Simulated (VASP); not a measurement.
A run of VASP 6.6.1 is set up as follows.

INCAR

```
SYSTEM = SnSe
PREC = Accurate
ENCUT = 600
EDIFF = 1E-6
ISMEAR = 0
SIGMA = 0.1
LREAL = .False.
LASPH = .True.
NELM = 60
ALGO = Normal
ISIF = 3
LWAVE = .False.
LCHARG = .False.
GGA = PE
IBRION = 2
NSW = 100
EDIFFG = -0.005
```

The input KPOINTS:

```
Automatic mesh
0
Gamma
  12 12 12
  0 0 0
```

Contents of POSCAR:

```
SnSe
1.0
    3.6796257280      0.0000000000      0.0000000000
    0.0000000000      3.6796257280      0.0000000000
    0.0000000000      0.0000000000      3.6796257280
Sn Se
1 1
Direct
    0.5000000000      0.5000000000      0.5000000000
    0.0000000000      0.0000000000      0.0000000000
```

Potentials or basis: VASP PAW PBE potentials, release 64 (Sn_d, Se).

Command:

```sh
$ cat potpaw_PBE.64/Sn_d/POTCAR potpaw_PBE.64/Se/POTCAR > POTCAR
$ mpirun -np 1 vasp_std > vasp.out
```

Q: Estimate the band gap on the k mesh.

A: Zero (bands 10 and 11 overlap by 1.38 eV).

Final structure:
```cif
data_structure
_symmetry_space_group_name_H-M 'P 1'
_symmetry_Int_Tables_number 1
_cell_length_a 3.6796
_cell_length_b 3.6796
_cell_length_c 3.6796
_cell_angle_alpha 90.000
_cell_angle_beta 90.000
_cell_angle_gamma 90.000
_cell_volume 49.82
loop_
_atom_site_label
_atom_site_type_symbol
_atom_site_fract_x
_atom_site_fract_y
_atom_site_fract_z
_atom_site_occupancy
Sn1 Sn 0.50000 0.50000 0.50000 1
Se1 Se 0.00000 0.00000 0.00000 1
```

Caveat: the relaxation stopped at its first step, so nothing moved; spin-orbit coupling is left out, which moves the levels of the heavy elements.
